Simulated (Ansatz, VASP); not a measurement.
**Ba in VASP and in Ansatz**

File INCAR:

```
ALGO = Normal ; EDIFF = 1E-7
ENCUT = 520 ; GGA = PS
ISIF = 2 ; ISMEAR = -1
LASPH = True ; LCHARG = False
LREAL = False ; LWAVE = False
NBANDS = 11 ; NELM = 60
PREC = Accurate ; SIGMA = 0.05
```

File KPOINTS:

```
k-points
0
Gamma
  14 14 14
```

Contents of POSCAR:

```
Ba
1.0
   -2.4368756582      2.4368756582      2.4368756582
    2.4368756582     -2.4368756582      2.4368756582
    2.4368756582      2.4368756582     -2.4368756582
Ba
1
Direct
    0.0000000000      0.0000000000      0.0000000000
```

Input for Ansatz:

```yaml
crystal:
  lattice:
    - [-2.4368756582, 2.4368756582, 2.4368756582]
    - [2.4368756582, -2.4368756582, 2.4368756582]
    - [2.4368756582, 2.4368756582, -2.4368756582]
  atoms:
    - { symbol: Ba, position: [0.0, 0.0, 0.0] }
kpoints:
  mp_grid: { grid: [14, 14, 14] }
scf:
  occupations: { method: fermi_dirac, width: 0.05 }
hamiltonian:
  xc: pbesol
  pseudopotentials: { kind: all_electron, datasets: crystal }
output:
  forces: true
  stress: true
  eigenvalues: true
```

Alike in both runs: task single point; functional PBEsol; k mesh 14 × 14 × 14; occupations fermi-dirac, width 0.05 eV; no spin polarisation.

```csv
,VASP,Ansatz
version,VASP 6.6.1,Ansatz 0.2.0
potentials or method,"VASP PAW PBE potentials, release 64 (Ba_sv), cutoff 520 eV","all-electron PAW with datasets made for the crystal, scalar-relativistic"
```

Ansatz gave:

```
pressure (GPa) : 0.0
```

Estimate VASP's values.

pressure (GPa): 0.1.

VASP's potentials were made for PBE, not for PBEsol. Ansatz ran all-electron here, and VASP with PAW potentials.

Spin-orbit coupling is off throughout.
